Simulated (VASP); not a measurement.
# CoO (Fm-3m) in VASP: density of states with LDA

Aim: the density of states of CoO with LDA.

All numbers are computed with VASP 6.6.1; they aren't measurements. Logs are shortened: lines on timing, memory, paths and dates and some standing lists are left out, and cuts for length are marked.

### 1 The cell of the first run

It takes space group Fm-3m (No. 225, cubic). Conventional cell: a = 4.263 Å, b = 4.263 Å, c = 4.263 Å, α = 90.00°, β = 90.00°, γ = 90.00°. Co (site symmetry m-3m) has 6 O at 2.13 Å within 2.8 Å. O (site symmetry m-3m) has 6 Co at 2.13 Å within 2.8 Å.

### 2 Density of states, LDA, collinear spin, ferromagnetic start

File POSCAR:

```
CoO
1.0
    0.0000000000      2.1315000000      2.1315000000
    2.1315000000      0.0000000000      2.1315000000
    2.1315000000      2.1315000000      0.0000000000
Co O
1 1
Direct
    0.0000000000      0.0000000000      0.0000000000
    0.5000000000      0.5000000000      0.5000000000
```

File INCAR.step1:

```
PREC = Accurate
ENCUT = 520
EDIFF = 1E-6
ISMEAR = 0
SIGMA = 0.05
LREAL = False
LASPH = True
NELM = 150
ALGO = Normal
ISIF = 2
LWAVE = False
LCHARG = True
ISPIN = 2
MAGMOM = 2.45 0.35
LMAXMIX = 4
NBANDS = 18
```

File KPOINTS.step1:

```
Automatic mesh
0
Gamma
  12 12 12
```

File INCAR.step2:

```
PREC = Accurate
ENCUT = 520
EDIFF = 1E-6
ISMEAR = -5
SIGMA = 0.05
LREAL = False
LASPH = True
NELM = 150
ALGO = Normal
ISIF = 2
LWAVE = False
LCHARG = False
ISPIN = 2
MAGMOM = 2.45 0.35
LORBIT = 10
LMAXMIX = 4
NBANDS = 18
NEDOS = 1001
ICHARG = 11
```

File KPOINTS.step2:

```
Automatic mesh
0
Gamma
  18 18 18
```

Potentials or basis: VASP PAW LDA potentials, release 64 (Co, O).

Run with:

```
$ cat potpaw_LDA.64/Co/POTCAR potpaw_LDA.64/O/POTCAR > POTCAR
$ cp INCAR.step1 INCAR
$ cp KPOINTS.step1 KPOINTS
$ mpirun -np 1 vasp_std > vasp.out
$ cp INCAR.step2 INCAR
$ cp KPOINTS.step2 KPOINTS
$ mpirun -np 1 vasp_std > vasp.out
```

OUTCAR:

```text
PREC = Accurate
   ENCUT = 520
   EDIFF = 1E-6
   ISMEAR = -5
   LREAL = False
   LASPH = True
   NELM = 150
   ISIF = 2
   ISPIN = 2
   LORBIT = 10
   ICHARG = 11

 ion  position               nearest neighbor table
   1  0.000  0.000  0.000-   2 2.13   2 2.13   2 2.13   2 2.13   2 2.13   2 2.13
   2  0.500  0.500  0.500-   1 2.13   1 2.13   1 2.13   1 2.13   1 2.13   1 2.13

  LATTYP: Found a face centered cubic cell.
 ALAT       =     4.2630000000

  Lattice vectors:

 A1 = (   0.0000000000,   2.1315000000,   2.1315000000)
 A2 = (   2.1315000000,   0.0000000000,   2.1315000000)
 A3 = (   2.1315000000,   2.1315000000,   0.0000000000)

Analysis of symmetry for initial positions (statically):
=====================================================================
 Subroutine PRICEL returns:
 Original cell was already a primitive cell.

 Routine SETGRP: Setting up the symmetry group for a
 face centered cubic supercell.

 Subroutine GETGRP returns: Found 48 space group operations
 (whereof 48 operations were pure point group operations)
 out of a pool of 48 trial point group operations.

The static configuration has the point symmetry O_h .

Analysis of symmetry for dynamics (positions and initial velocities):
=====================================================================
 Subroutine PRICEL returns:
 Original cell was already a primitive cell.

 Routine SETGRP: Setting up the symmetry group for a
 face centered cubic supercell.

 Subroutine GETGRP returns: Found 48 space group operations
 (whereof 48 operations were pure point group operations)
 out of a pool of 48 trial point group operations.

The dynamic configuration has the point symmetry O_h .

Analysis of structural, dynamic, and magnetic symmetry:
=====================================================================
 Subroutine PRICEL returns:
 Original cell was already a primitive cell.

 Routine SETGRP: Setting up the symmetry group for a
 face centered cubic supercell.

 Subroutine GETGRP returns: Found 48 space group operations
 (whereof 48 operations were pure point group operations)
 out of a pool of 48 trial point group operations.

The overall configuration has the point symmetry O_h .

 Subroutine INISYM returns: Found 48 space group operations
 (whereof 48 operations are pure point group operations),
 and found     1 'primitive' translations

[... 117 lines left out ...]
  volume/ion in A,a.u.               =       9.68        65.35
  Fermi-wavevector in a.u.,A,eV,Ry     =   1.503407  2.841027 30.752334  2.260233
  Thomas-Fermi vector in A             =   2.614521
   LORBIT       =     10    0 simple, 1 ext, 2 COOP (PROOUT), +10 PAW based schemes
   GGA     = CA    functional components
   LHFCALC =     F    Hartree Fock is set to
   AEXX    =    0.0000 exact exchange contribution
   IVDW    =     0    specifies the selected vdW correction
   LEPSILON=     F    determine dielectric tensor
   LRPA    =     F    only Hartree local field effects (RPA)
 spin polarized calculation
 Fermi weights with tetrahedron method with Bloechl corrections
  energy-cutoff  :      520.00
  volume of cell :       19.37
 maximum number of plane-waves:       544

 number of electron      15.0000007 magnetization       2.7417949

 Free energy of the ion-electron system (eV)
  ---------------------------------------------------
  ext. energy  EPLUGINS =         0.00000000
  ---------------------------------------------------
  free energy    TOTEN  =       -14.63876258 eV

  energy without entropy =      -14.63876258  energy(sigma->0) =      -14.63876258

 E-fermi :   7.6074     XC(G=0): -12.8749

 val. band max:        7.6295504208   @ k =   0.1111   0.0000   0.0000
 cond. band min:       7.6062223086   @ k =   0.4444   0.4444   0.0000
 fundamental gap:     -0.0233281123
 Fermi energy:         7.6073864756

 spin component 1

 k-point     1 :       0.0000    0.0000    0.0000
  band No.  band energies     occupation
      1     -12.4468      1.00000
      2       4.3154      1.00000
      3       4.3154      1.00000
      4       4.3154      1.00000
      5       4.6566      1.00000
      6       4.6566      1.00000
[... 493 lines left out ...]
     17      34.3958      0.00000
     18      36.2500      0.00000

 [... further k-points ...]

 spin component 2

 k-point     1 :       0.0000    0.0000    0.0000
  band No.  band energies     occupation
      1     -11.9643      1.00000
      2       4.8568      1.00000
      3       4.8568      1.00000
      4       4.8568      1.00000
      5       6.5154      1.00000
      6       6.5154      1.00000
[... 493 lines left out ...]
     17      34.8901      0.00000
     18      36.9238      0.00000

 [... further k-points ...]

------------------------ aborting loop because EDIFF is reached ----------------------------------------

  FORCE on cell =-STRESS in cart. coord.  units (eV):
  Direction    XX          YY          ZZ          XY          YZ          ZX
  --------------------------------------------------------------------------------------
  -------------------------------------------------------------------------------------
  Total       -2.5046754     -2.5046754     -2.5046754      0.0000000      0.0000000      0.0000000
  in kB     -207.1934517   -207.1934517   -207.1934517      0.0000000      0.0000000      0.0000000
  external PRESSURE =    -207.1934517 kB  Pullay stress =       0.0000000 kB

 VOLUME and BASIS-vectors are now :
 -----------------------------------------------------------------------------
  energy-cutoff  :      520.00
  volume of cell :       19.37
      direct lattice vectors                 reciprocal lattice vectors
     0.000000000  2.131500000  2.131500000    -0.234576589  0.234576589  0.234576589
     2.131500000  0.000000000  2.131500000     0.234576589 -0.234576589  0.234576589
     2.131500000  2.131500000  0.000000000     0.234576589  0.234576589 -0.234576589

 POSITION                                       TOTAL-FORCE (eV/Angst)
 -----------------------------------------------------------------------------------
      0.00000      0.00000      0.00000        -0.000000     -0.000000      0.000000
      2.13150      2.13150      2.13150         0.000000      0.000000     -0.000000
 -----------------------------------------------------------------------------------
    total drift:                                0.000000     -0.000000     -0.000000

  FREE ENERGIE OF THE ION-ELECTRON SYSTEM (eV)
  ---------------------------------------------------
  free  energy   TOTEN  =       -14.6387625775 eV

  energy  without entropy=      -14.6387625775  energy(sigma->0) =      -14.63876258

 total charge

# of ion       s       p       d       tot
------------------------------------------
    1        0.295   0.356   7.185   7.836
    2        1.546   3.378   0.000   4.924
--------------------------------------------------
tot          1.841   3.735   7.185  12.761

 magnetization (x)

# of ion       s       p       d       tot
------------------------------------------
    1        0.019   0.017   2.365   2.402
    2        0.028   0.265   0.000   0.293
--------------------------------------------------
tot          0.047   0.283   2.365   2.695
```

Run time: 1.8 min. Hardware: 1 thread of Intel Xeon Platinum 8259CL at 2.50GHz (Skylake/Cascade Lake), shared host; peak memory 0.21 GiB.

What came out:

* Net moment: 2.74 μB per cell
* Site moments: Co +2.40; O +0.29 μB
* Valence electrons inside the program's atomic spheres: Co 7.84; O 4.92

Caveat: a cell with one magnetic atom can't hold antiferromagnetic order, which such compounds often take; semilocal functionals often make such compounds metallic where correlation or magnetic order opens a gap, which also shifts bond lengths; tetrahedron occupations give inexact forces and stress in metals.
